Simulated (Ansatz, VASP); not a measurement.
**MgO: VASP beside Ansatz**

INCAR

```
SYSTEM = MgO
ALGO     = Normal         ! electronic algorithm
EDIFF    = 1E-6           ! SCF threshold, eV
EDIFFG   = -0.01          ! ionic threshold
ENCUT    = 600            ! plane-wave cutoff, eV
GGA      = PE             ! functional
IBRION   = 2              ! ionic algorithm
ISIF     = 3              ! what is computed and relaxed
ISMEAR   = 0              ! smearing method
LASPH    = .True.         ! aspherical terms in the spheres
LCHARG   = .False.        ! write CHGCAR
LREAL    = .False.        ! projectors in reciprocal space
LWAVE    = .False.        ! write WAVECAR
NELM     = 80             ! most SCF steps
NSW      = 100            ! ionic steps
PREC     = Accurate       ! precision mode
SIGMA    = 0.02           ! smearing width, eV
```

KPOINTS

```
k-points
0
Gamma
  6 6 8
  0 0 0
```

File POSCAR:

```
MgO
1.0
    4.6567175106      0.0000000000      0.0000000000
    0.0000000000      4.6567175106      0.0000000000
    0.0000000000      0.0000000000      3.6032364820
Mg O
1 1
Direct
    0.5000000000      0.5000000000      0.0000000000
    0.5000000000      0.5000000000      0.5000000000
```

Input for Ansatz:

```yaml
crystal:
  lattice:
    - [4.6567175106, 0.0, 0.0]
    - [0.0, 4.6567175106, 0.0]
    - [0.0, 0.0, 3.603236482]
  atoms:
    - { symbol: Mg, position: [0.5, 0.5, 0.0] }
    - { symbol: O, position: [0.5, 0.5, 0.5] }
basis:
  ecutwfc: 420
kpoints:
  mp_grid: { grid: [6, 6, 8] }
hamiltonian:
  xc: pbe
scf:
  occupations: { method: gaussian, width: 0.02 }
output:
  forces: true
  stress: true
  eigenvalues: true
  write_density: true
  write_potential: true
  elf: true
  volumetric_format: npy
relax:
  adjacent_minimum: "off"
  f_tol: 0.01
  max_steps: 80
  cell: { stress_tol: 0.05 }
```

Alike in both runs: task relaxation of cell and atoms; functional PBE; k mesh 6 × 6 × 8; occupations gaussian, width 0.02 eV; no spin polarisation.

```csv
,VASP,Ansatz
version,VASP 6.6.1,Ansatz 0.2.0
potentials or method,"VASP PAW PBE potentials, release 64 (Mg, O), cutoff 600 eV","scalar-relativistic, plane waves, PAW"
valence electrons in the cell,8,16
```

Ansatz gave:

| Quantity | Value |
| --- | --- |
| gap on the k mesh at the Fermi level, each at its own relaxed structure (eV) | 2.37 |
| relaxed volume (Å³/atom) | 50.63 |
| relaxed cell length with the largest relative difference (Å) | 5.299 |

What did VASP give for the same quantities?

gap on the k mesh at the Fermi level, each at its own relaxed structure (eV): 2.30; relaxed volume (Å³/atom): 48.03; relaxed cell length with the largest relative difference (Å): 5.161.

One of these differences is far larger than is usual between the two programs; its cause wasn't traced. VASP's potentials hold 8 valence electrons a cell and Ansatz's 16, so a difference there can come from the potentials and not from the codes. Ansatz's warnings: xc potential rough in thin density.

Noted on VASP's run: the volume moved by over 15 % at a fixed basis, so the end points are rough.
